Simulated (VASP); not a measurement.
# Si64N (a cell with a defect) in VASP: relaxation of the atoms with PBEsol

Aim: the relaxation of the atoms of Si64N (a cell with a defect) with PBEsol.

Everything below comes from runs of VASP 6.6.1. Logs are shortened: lines on timing, memory, paths and dates and some standing lists are left out, and cuts for length are marked.

## (1) The cell of the first run

The cell holds a defect, 65 atoms: a = 10.866 Å, b = 10.866 Å, c = 10.866 Å, α = 90.00°, β = 90.00°, γ = 90.00°.

## (2) Relaxation of the atoms, PBEsol

Input file INCAR:

```
SYSTEM = Si64N
ALGO = Normal
EDIFF = 1E-7
EDIFFG = -0.03
ENCUT = 520
GGA = PS
GGA_COMPAT = .FALSE.
IBRION = 2
ISIF = 2
ISMEAR = -1
ISYM = -1
KPAR = 1
LASPH = .TRUE.
LCHARG = .FALSE.
LREAL = Auto
LWAVE = .FALSE.
NELECT = 260.0
NELM = 120
NELMIN = 4
NSW = 100
PREC = Accurate
SIGMA = 0.05
```

Input file KPOINTS:

```
explicit points
1
Reciprocal
  0.25000000   0.25000000   0.25000000 1
```

Input file POSCAR:

```
Si64N
1.0
   10.8655790000      0.0000000000      0.0000000000
    0.0000000000     10.8655790000      0.0000000000
    0.0000000000      0.0000000000     10.8655790000
Si N
64 1
Direct
    0.0009100000      0.0041700000      0.0038650000
    0.9978300000      0.0003760000      0.4989540000
    0.9987460000      0.4998700000      0.9988570000
    0.0022100000      0.5013700000      0.4983630000
    0.4964150000      0.0025240000      0.0018260000
    0.5012010000      0.9976260000      0.5003470000
    0.5032860000      0.4973870000      0.0013350000
    0.5038620000      0.5000550000      0.5018320000
    0.1251760000      0.1255730000      0.1246450000
    0.1248270000      0.1231160000      0.6219340000
    0.1231030000      0.6241190000      0.1274470000
    0.1223720000      0.6263050000      0.6248630000
    0.6257350000      0.1240570000      0.1252300000
    0.6232810000      0.1280150000      0.6254510000
    0.6278460000      0.6271220000      0.1266810000
    0.6248530000      0.6259680000      0.6259010000
    0.2471910000      0.2504010000      0.9988680000
    0.2519690000      0.2516160000      0.5004500000
    0.2524270000      0.7511110000      0.0010880000
    0.2504640000      0.7516550000      0.4965300000
    0.7503510000      0.2465510000      0.9997690000
    0.7481780000      0.2486610000      0.5004670000
    0.7472670000      0.7488260000      0.0014870000
    0.7493040000      0.7531430000      0.4976610000
    0.3760160000      0.3745060000      0.1273920000
    0.3751500000      0.3758410000      0.6230600000
    0.3732600000      0.8761370000      0.1263950000
    0.3758350000      0.8774590000      0.6272490000
    0.8745420000      0.3740140000      0.1232260000
    0.8765020000      0.3770440000      0.6253370000
    0.8728930000      0.8772800000      0.1268430000
    0.8770540000      0.8733320000      0.6267460000
    0.2499120000      0.9998800000      0.2499710000
    0.2514330000      0.0019950000      0.7488530000
    0.2477260000      0.5005200000      0.2523830000
    0.2500900000      0.4991700000      0.7513040000
    0.7488660000      0.0004690000      0.2513130000
    0.7453070000      0.9975600000      0.7498240000
    0.7483260000      0.4961730000      0.2460140000
    0.7523060000      0.5013230000      0.7519180000
    0.3758170000      0.1232590000      0.3739820000
    0.3757700000      0.1267070000      0.8734390000
    0.3737120000      0.6252580000      0.3758830000
    0.3767640000      0.6227860000      0.8746130000
    0.8755150000      0.1235090000      0.3746230000
    0.8735660000      0.1256850000      0.8743780000
    0.8767430000      0.6242940000      0.3755190000
    0.8687540000      0.6267340000      0.8757440000
    0.0004740000      0.2530660000      0.2523460000
    0.9997720000      0.2482630000      0.7516290000
    0.9991800000      0.7465610000      0.2503470000
    0.0009360000      0.7521870000      0.7518840000
    0.5022220000      0.2499010000      0.2499030000
    0.5018870000      0.2502560000      0.7482500000
    0.5021020000      0.7495590000      0.2517290000
    0.4996790000      0.7520580000      0.7515790000
    0.1253060000      0.3736560000      0.3760620000
    0.1216820000      0.3760290000      0.8738550000
    0.1223340000      0.8744500000      0.3768940000
    0.1233860000      0.8750630000      0.8792870000
    0.6244270000      0.3767620000      0.3753710000
    0.6264970000      0.3732650000      0.8767610000
    0.6255090000      0.8746800000      0.3716910000
    0.6247980000      0.8751790000      0.8759320000
    0.8122060000      0.5593230000      0.5601610000
```

Potentials or basis: VASP PAW PBE potentials, release 64 (Si, N).

Launch:

```bash
$ cat potpaw_PBE.64/Si/POTCAR potpaw_PBE.64/N/POTCAR > POTCAR
$ mpirun -np 4 vasp_std > vasp.out
```

OUTCAR:

```text
SYSTEM = Si64N
   EDIFF = 1E-7
   EDIFFG = -0.03
   ENCUT = 520
   GGA = PS
   IBRION = 2
   ISIF = 2
   ISMEAR = -1
   ISYM = -1
   LASPH = .TRUE.
   LREAL = Auto
   NELECT = 260.0
   NELM = 120
   NELMIN = 4
   NSW = 100
   PREC = Accurate

 ion  position               nearest neighbor table
   1  0.001  0.004  0.004-   9 2.30  60 2.36  31 2.37  46 2.37
   2  0.998  0.000  0.499-  45 2.32  59 2.34  10 2.34  32 2.36
   3  0.999  0.500  0.999-  58 2.33  29 2.35  11 2.37  48 2.38
   4  0.002  0.501  0.498-  65 2.26  47 2.33  12 2.33  57 2.34  30 2.37
   5  0.496  0.003  0.002-  42 2.34  27 2.35  13 2.35  64 2.39
   6  0.501  0.998  0.500-  28 2.34  63 2.36  41 2.37  14 2.37
   7  0.503  0.497  0.001-  62 2.33  25 2.36  44 2.38  15 2.38
   8  0.504  0.500  0.502-  61 2.32  16 2.33  26 2.35  43 2.39
   9  0.125  0.126  0.125-   1 2.30  17 2.34  33 2.36  49 2.38
  10  0.125  0.123  0.622-   2 2.34  34 2.35  18 2.37  50 2.38
  11  0.123  0.624  0.127-  51 2.32  35 2.34   3 2.37  19 2.40
  12  0.122  0.626  0.625-   4 2.33  52 2.35  36 2.39  20 2.40
  13  0.626  0.124  0.125-  21 2.34  37 2.34  53 2.35   5 2.35
  14  0.623  0.128  0.625-  54 2.30  22 2.32  38 2.37   6 2.37
  15  0.628  0.627  0.127-  23 2.30  39 2.33  55 2.34   7 2.38
  16  0.625  0.626  0.626-  65 2.28   8 2.33  56 2.36  40 2.37  24 2.38
  17  0.247  0.250  0.999-   9 2.34  58 2.36  42 2.37  25 2.39
[... 32 lines left out ...]
  50  1.000  0.248  0.752-  46 2.33  58 2.33  30 2.37  10 2.38
  51  0.999  0.747  0.250-  11 2.32  47 2.32  59 2.37  31 2.39
  52  0.001  0.752  0.752-  32 2.32  60 2.34  12 2.35  48 2.39
  53  0.502  0.250  0.250-  25 2.34  13 2.35  61 2.35  41 2.37
[... 9 lines left out ...]
  63  0.626  0.875  0.372-  55 2.31  37 2.32  24 2.33   6 2.36
  64  0.625  0.875  0.876-  38 2.32  56 2.34  23 2.35   5 2.39
  65  0.812  0.559  0.560-  30 2.22  47 2.24   4 2.26  40 2.27  16 2.28  24 2.32

IMPORTANT INFORMATION: All symmetrisations will be switched off!
NOSYMM: (Re-)initialisation of all symmetry stuff for point group C_1.

----------------------------------------------------------------------------------------

                                     Primitive cell

  volume of cell :    1282.7990

  direct lattice vectors                    reciprocal lattice vectors
    10.865579000  0.000000000  0.000000000     0.092033752  0.000000000  0.000000000
     0.000000000 10.865579000  0.000000000     0.000000000  0.092033752  0.000000000
     0.000000000  0.000000000 10.865579000     0.000000000  0.000000000  0.092033752

  length of vectors
    10.865579000 10.865579000 10.865579000     0.092033752  0.092033752  0.092033752

  position of ions in fractional coordinates (direct lattice)
     0.000910000  0.004170000  0.003865000
     0.997830000  0.000376000  0.498954000
     0.998746000  0.499870000  0.998857000
     0.002210000  0.501370000  0.498363000
     0.496415000  0.002524000  0.001826000
     0.501201000  0.997626000  0.500347000
[... 57 lines left out ...]
     0.624798000  0.875179000  0.875932000
     0.812206000  0.559323000  0.560161000

  ion indices of the primitive-cell ions
   primitive index   ion index
                 1           1
                 2           2
                 3           3
                 4           4
                 5           5
                 6           6
[... 57 lines left out ...]
                64          64
                65          65

----------------------------------------------------------------------------------------

 KPOINTS: explicit points

Read explicit list of k-points.

 Found      1 k-points:

 Following reciprocal coordinates:
            Coordinates               Weight
  0.250000  0.250000  0.250000      1.000000
   k-points           NKPTS =      1   k-points in BZ     NKDIM =      1   number of bands    NBANDS=    164
   number of dos      NEDOS =    301   number of ions     NIONS =     65
   total plane-waves  NPLWV = 592704
   dimension x,y,z NGX =    84 NGY =   84 NGZ =   84
   dimension x,y,z NGXF=   168 NGYF=  168 NGZF=  168
   ions per type =              64   1
   NGX,Y,Z   is equivalent  to a cutoff of  12.85, 12.85, 12.85 a.u.
   NGXF,Y,Z  is equivalent  to a cutoff of  25.70, 25.70, 25.70 a.u.
 SYSTEM =  Si64N
   PREC   = accura    normal or accurate (medium, high low for compatibility)
   ISTART =      0    job   : 0-new  1-cont  2-samecut
   ICHARG =      2    charge: 1-file 2-atom 10-const
   ISPIN  =      1    spin polarized calculation?
   LNONCOLLINEAR =      F non collinear calculations
   LSORBIT =      F    spin-orbit coupling
   LASPH  =      T    aspherical Exc in radial PAW
   ENCUT  =  520.0 eV  38.22 Ry    6.18 a.u.  20.20 20.20 20.20*2*pi/ulx,y,z
   NELM   =    120;   NELMIN=  4; NELMDL= -5     # of ELM steps
   EDIFF  = 0.1E-06   stopping-criterion for ELM
   LREAL  =      T    real-space projection
   EDIFFG = -.3E-01   stopping-criterion for IOM
   NSW    =    100    number of steps for IOM
   IBRION =      2    ionic relax: 0-MD 1-quasi-New 2-CG
   NFREE  =      1    steps in history (QN), initial steepest desc. (CG)
   ISIF   =      2    stress and relaxation
   ISYM   =     -1    0-nonsym 1-usesym 2-fastsym
   POTIM  = 0.5000    time-step for ionic-motion
   TEBEG  =    0.0;   TEEND  =   0.0 temperature during run
   PSTRESS=    0.0 pullay stress
   NELECT =     260.0000    total number of electrons
   NUPDOWN=      -1.0000    fix difference up-down
   EMIN   =  10.00;   EMAX   =-10.00  energy-range for DOS
   EFERMI =   0.00;   METHOD = LEGACY
   ISMEAR =    -1;   SIGMA  =   0.05  broadening in eV -4-tet -1-fermi 0-gaus
   EFERMI_NEDOS =   21; number of points for ismear=-14 and -15
   IALGO  =     38    algorithm
   IMIX   =      4    mixing-type and parameters
     AMIX     =   0.40;   BMIX     =  1.00
     AMIX_MAG =   1.60;   BMIX_MAG =  1.00
  volume/ion in A,a.u.               =      19.74       133.18
  Fermi-wavevector in a.u.,A,eV,Ry     =   0.961641  1.817238 12.582040  0.924754
  Thomas-Fermi vector in A             =   2.091031
   LORBIT       =      0    0 simple, 1 ext, 2 COOP (PROOUT), +10 PAW based schemes
   GGA     = PS    functional components
   LHFCALC =     F    Hartree Fock is set to
   AEXX    =    0.0000 exact exchange contribution
   IVDW    =     0    specifies the selected vdW correction
   LEPSILON=     F    determine dielectric tensor
   LRPA    =     F    only Hartree local field effects (RPA)
 conjugate gradient relaxation of ions
 non-spin polarized calculation
  energy-cutoff  :      520.00
  volume of cell :     1282.80
 maximum number of plane-waves:     34484
 NGX is ok and might be reduce to    80
   NGX = 41   NGY = 41   NGZ = 41

--------------------------------------- Ionic step        1  -------------------------------------------

 number of electron     259.9999994 magnetization

 Free energy of the ion-electron system (eV)
  ---------------------------------------------------
  ext. energy  EPLUGINS =         0.00000000
  ---------------------------------------------------
  free energy    TOTEN  =      -378.62363672 eV

  energy without entropy =     -378.61346797  energy(sigma->0) =     -378.61855234

------------------------ aborting loop because EDIFF is reached ----------------------------------------

  FORCE on cell =-STRESS in cart. coord.  units (eV):
  Direction    XX          YY          ZZ          XY          YZ          ZX
  --------------------------------------------------------------------------------------
  -------------------------------------------------------------------------------------
  Total       -9.0474408     -8.4626737     -8.9468405     -6.7370061     -5.0697156     -6.8594890
  in kB      -11.2999809    -10.5696245    -11.1743342     -8.4143177     -6.3319220     -8.5672951
  external PRESSURE =     -11.0146465 kB  Pullay stress =       0.0000000 kB
[... 278 lines left out ...]
  FREE ENERGIE OF THE ION-ELECTRON SYSTEM (eV)
  ---------------------------------------------------
  free  energy   TOTEN  =      -379.1729907786 eV

  energy  without entropy=     -379.1660533688  energy(sigma->0) =     -379.16952207

[... ionic steps 4 to 51 ...]

--------------------------------------- Ionic step       52  -------------------------------------------

 number of electron     259.9999997 magnetization

------------------------ aborting loop because EDIFF is reached ----------------------------------------
[... 193 lines left out ...]
--------------------------------------- Ionic step       54  -------------------------------------------

 number of electron     259.9999997 magnetization

 Free energy of the ion-electron system (eV)
  ---------------------------------------------------
  ext. energy  EPLUGINS =         0.00000000
  ---------------------------------------------------
  free energy    TOTEN  =      -381.46975586 eV

  energy without entropy =     -381.46828985  energy(sigma->0) =     -381.46902286

 E-fermi :   5.8761     XC(G=0):  -9.5703

 val. band max:        5.5221368288   @ k =   0.2500   0.2500   0.2500
 cond. band min:       6.2271396258   @ k =   0.2500   0.2500   0.2500
 fundamental gap:      0.7050027970
 Fermi energy:         5.8761211306

 k-point     1 :       0.2500    0.2500    0.2500
  band No.  band energies     occupation
      1     -10.9827      2.00000
      2      -5.9169      2.00000
      3      -5.4538      2.00000
      4      -5.4365      2.00000
      5      -5.3102      2.00000
      6      -4.9426      2.00000
[... 134 lines left out ...]
    141       7.6235      0.00000
    142       7.6578      0.00000
 [bands above 142 left out]

------------------------ aborting loop because EDIFF is reached ----------------------------------------

  FORCE on cell =-STRESS in cart. coord.  units (eV):
  Direction    XX          YY          ZZ          XY          YZ          ZX
  --------------------------------------------------------------------------------------
  -------------------------------------------------------------------------------------
  Total        3.0345546     -9.5632406     -9.5283247     -7.8707857     -2.4767467     -8.3438350
  in kB        3.7900672    -11.9441994    -11.9005905     -9.8303741     -3.0933820    -10.4211985
  external PRESSURE =      -6.6849076 kB  Pullay stress =       0.0000000 kB
[... 80 lines left out ...]
  FREE ENERGIE OF THE ION-ELECTRON SYSTEM (eV)
  ---------------------------------------------------
  free  energy   TOTEN  =      -381.4697558612 eV

  energy  without entropy=     -381.4682898541  energy(sigma->0) =     -381.46902286

 reached required accuracy - stopping structural energy minimisation
```

It took 80 min on 4 MPI ranks of Intel Xeon Platinum 8259CL at 2.50GHz (Skylake/Cascade Lake), shared host; peak memory 0.48 GiB.

What came out:

```
Free energy                  : -381.4698 eV
Energy gained by relaxing    : 43.8 meV/atom
Ionic steps                  : 54
Largest force after relaxing : 0.020 eV/Å
```

Forces on the atoms (eV/Å):
```
Si  -0.005 -0.001  0.001
Si  -0.003 -0.005  0.000
Si  -0.004  0.003  0.000
Si   0.013 -0.012  0.009
Si  -0.006  0.014  0.003
Si  -0.002  0.001 -0.013
Si  -0.002 -0.005  0.001
Si   0.002  0.000 -0.005
Si  -0.001  0.004  0.003
Si   0.002  0.001  0.005
Si   0.001  0.005  0.011
Si  -0.010 -0.001 -0.002
Si   0.014  0.001  0.006
Si  -0.001 -0.008 -0.010
Si   0.010  0.007  0.000
Si   0.001 -0.006  0.000
Si  -0.006 -0.008 -0.004
Si  -0.003 -0.011 -0.004
Si   0.002 -0.006 -0.004
Si  -0.016 -0.003 -0.006
Si   0.001 -0.002 -0.007
Si  -0.007 -0.009 -0.006
Si  -0.001  0.010 -0.003
Si   0.009  0.002 -0.014
Si   0.005  0.015  0.005
Si   0.002 -0.002  0.003
Si   0.005  0.008 -0.003
Si   0.008 -0.008 -0.008
Si   0.012 -0.004  0.003
Si   0.004  0.018  0.001
Si   0.000 -0.003 -0.001
Si   0.008  0.010  0.006
Si  -0.003  0.008  0.005
Si   0.007  0.006 -0.003
Si  -0.010  0.006  0.005
Si  -0.004  0.000  0.006
Si  -0.004  0.000 -0.014
Si  -0.002  0.002  0.004
Si  -0.007  0.013  0.000
Si   0.009 -0.005 -0.010
Si   0.006 -0.003  0.002
Si   0.002 -0.002  0.011
Si  -0.009  0.002  0.004
Si   0.012 -0.003 -0.004
Si  -0.008 -0.005 -0.006
Si   0.010 -0.004 -0.003
Si   0.004 -0.002 -0.013
Si   0.000  0.006  0.003
Si  -0.006 -0.001  0.001
Si  -0.002 -0.003 -0.003
Si  -0.009  0.007  0.012
Si  -0.010  0.011  0.004
Si   0.004  0.004  0.011
Si  -0.008 -0.010  0.006
Si   0.001 -0.004  0.001
Si   0.006 -0.006 -0.008
Si   0.004  0.001  0.002
Si  -0.009  0.000 -0.004
Si  -0.006 -0.007 -0.004
Si   0.002 -0.001  0.003
Si  -0.003 -0.001  0.011
Si  -0.002  0.006  0.007
Si   0.010 -0.005  0.002
Si   0.003 -0.008  0.007
N   -0.010 -0.005 -0.002
```

Step by step:
| step | energy change (eV) | largest force (eV/Å) | pressure (GPa) |
| --- | --- | --- | --- |
| 1 | 0.0000 | 1.5529 | -1.10 |
| 3 | -0.5494 | 0.3319 | -1.10 |
| 5 | -0.6368 | 0.6949 | -1.06 |
| 7 | -0.8533 | 1.6994 | -1.02 |
| 9 | -0.9925 | 1.7070 | -0.91 |
| 11 | -1.0238 | 1.4358 | -0.86 |
| 13 | -1.0111 | 2.4553 | -0.60 |
| 15 | -1.1256 | 1.2548 | -0.76 |
| 17 | -1.4359 | 0.8371 | -0.79 |
| 19 | -1.5132 | 0.8553 | -0.78 |
| 21 | -1.7539 | 0.8198 | -0.77 |
| 23 | -1.9541 | 1.3474 | -0.70 |
| 25 | -2.1302 | 1.2934 | -0.71 |
| 27 | -2.1969 | 1.4866 | -0.70 |
| 29 | -2.4683 | 1.1415 | -0.60 |
| 31 | -2.5762 | 1.1658 | -0.60 |
| 33 | -2.6902 | 0.6860 | -0.63 |
| 35 | -2.7484 | 0.6727 | -0.71 |
| 37 | -2.7894 | 0.3055 | -0.68 |
| 39 | -2.8152 | 0.2193 | -0.68 |
| 41 | -2.8271 | 0.2242 | -0.69 |
| 43 | -2.8330 | 0.2074 | -0.68 |
| 45 | -2.8385 | 0.1109 | -0.68 |
| 47 | -2.8415 | 0.1618 | -0.67 |
| 49 | -2.8432 | 0.0776 | -0.67 |
| 51 | -2.8447 | 0.0530 | -0.67 |
| 53 | -2.8455 | 0.0954 | -0.67 |
| 54 | -2.8461 | 0.0200 | -0.67 |

Final structure:
```
Si N
1.0
    10.86558    0.00000    0.00000
     0.00000   10.86558    0.00000
     0.00000    0.00000   10.86558
Si N
64 1
Direct
  0.99577 0.00080 0.00169
  0.99856 0.00074 0.50108
  0.99849 0.50061 0.00080
  0.05664 0.50525 0.50097
  0.49715 0.00046 0.00086
  0.49872 0.00238 0.50185
  0.49879 0.50126 0.00166
  0.49988 0.50077 0.50081
  0.12230 0.12548 0.12559
  0.12105 0.13020 0.62401
  0.12142 0.62339 0.12998
  0.14240 0.63898 0.63813
  0.62534 0.12336 0.12433
  0.62314 0.12506 0.62787
  0.62279 0.62733 0.12490
  0.61622 0.62987 0.63039
  0.24485 0.25067 0.99796
  0.25581 0.24699 0.50226
  0.24397 0.75152 0.00464
  0.25775 0.75733 0.50037
  0.74882 0.25017 0.99984
  0.74159 0.24586 0.49643
  0.74963 0.75091 0.00178
  0.74041 0.75507 0.50591
  0.37457 0.37303 0.12091
  0.37664 0.37629 0.62649
  0.37230 0.87588 0.12641
  0.37429 0.88292 0.62976
  0.87330 0.37578 0.12474
  0.84968 0.39034 0.61141
  0.87514 0.86885 0.13308
  0.87344 0.87634 0.62564
  0.24476 0.99792 0.25081
  0.24400 0.00462 0.75161
  0.25714 0.50190 0.24584
  0.25669 0.50011 0.75653
  0.74949 0.99925 0.25115
  0.74948 0.00129 0.75130
  0.74151 0.49595 0.24572
  0.74077 0.50531 0.75531
  0.37365 0.12143 0.37386
  0.37247 0.12620 0.87605
  0.37685 0.62655 0.37616
  0.37355 0.62910 0.88261
  0.87371 0.12501 0.37633
  0.87470 0.13197 0.87003
  0.84903 0.61036 0.39149
  0.87356 0.62537 0.87660
  0.99645 0.25041 0.25033
  0.99407 0.26588 0.73647
  0.99499 0.73496 0.26699
  0.99707 0.75162 0.75181
  0.49554 0.24597 0.24652
  0.49890 0.25030 0.75203
  0.49906 0.75208 0.25027
  0.49448 0.75514 0.75564
  0.14009 0.36617 0.36501
  0.12153 0.37767 0.87255
  0.12173 0.87254 0.37810
  0.12181 0.87717 0.87723
  0.61748 0.37200 0.37215
  0.62184 0.37554 0.87846
  0.62147 0.87860 0.37615
  0.62503 0.87738 0.87775
  0.89931 0.50117 0.50210
```

Caveat: the cell carries a net charge on a neutralising background, which shifts energy and pressure; the cell is charged against a uniform background, so pressure and absolute levels hang on convention; the PAW data sets were made with another functional, which shifts forces and pressure a little.
